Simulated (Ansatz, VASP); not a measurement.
SiMo3: VASP beside Ansatz

File INCAR:

```
SYSTEM = SiMo3
  ALGO = Normal
  EDIFF = 1E-6
  ENCUT = 500
  GGA = PE
  GGA_COMPAT = .FALSE.
  ISIF = 2
  ISMEAR = 0
  LASPH = .TRUE.
  LCHARG = .FALSE.
  LREAL = .FALSE.
  LWAVE = .FALSE.
  NBANDS = 56
  NELM = 120
  PREC = Accurate
  SIGMA = 0.2
```

Contents of KPOINTS:

```
k-points
0
G
  4 4 4
  0 0 0
```

POSCAR

```
SiMo3
1.0
    4.9063915517      0.0000000000      0.0000000000
    0.0000000000      4.9063915517      0.0000000000
    0.0000000000      0.0000000000      4.9063915517
Si Mo
2 6
Direct
    0.5000000000      0.5000000000      0.5000000000
    1.0000000000      0.0000000000      0.0000000000
    0.0000000000      0.5000000000      0.7500000000
    1.0000000000      0.5000000000      0.2500000000
    0.5000000000      0.2500000000      0.0000000000
    0.5000000000      0.7500000000      0.0000000000
    0.2500000000      0.0000000000      0.5000000000
    0.7500000000      1.0000000000      0.5000000000
```

Input for Ansatz:

```yaml
crystal:
  lattice:
    - [4.9063915517, 0.0, 0.0]
    - [0.0, 4.9063915517, 0.0]
    - [0.0, 0.0, 4.9063915517]
  atoms:
    - { symbol: Si, position: [0.5, 0.5, 0.5] }
    - { symbol: Si, position: [1.0, 0.0, 0.0] }
    - { symbol: Mo, position: [0.0, 0.5, 0.75] }
    - { symbol: Mo, position: [1.0, 0.5, 0.25] }
    - { symbol: Mo, position: [0.5, 0.25, 0.0] }
    - { symbol: Mo, position: [0.5, 0.75, 0.0] }
    - { symbol: Mo, position: [0.25, 0.0, 0.5] }
    - { symbol: Mo, position: [0.75, 1.0, 0.5] }
basis:
  ecutwfc: 420
kpoints:
  mp_grid: { grid: [4, 4, 4] }
hamiltonian:
  xc: pbe
scf:
  occupations: { method: gaussian, width: 0.2 }
  lower_state_search: "off"
output:
  forces: true
  stress: true
  eigenvalues: true
```

Alike in both runs: task single point; functional PBE; k mesh 4 × 4 × 4; occupations gaussian, width 0.2 eV; no spin polarisation.

|  | VASP | Ansatz |
| --- | --- | --- |
| version | VASP 6.6.1 | Ansatz 0.2.0 |
| potentials or method | VASP PAW PBE potentials, release 64 (Si, Mo_sv), cutoff 500 eV | scalar-relativistic, plane waves, PAW |
| valence electrons in the cell | 92 | 92 |

|  | VASP | Ansatz | Ansatz less VASP |
| --- | --- | --- | --- |
| gap on the k mesh at the Fermi level (eV) | none | none | - |
| pressure (GPa) | 1.3 | 0.8 | -0.48 |

A gap of «none» marks a metal or a gap that the smearing closes.
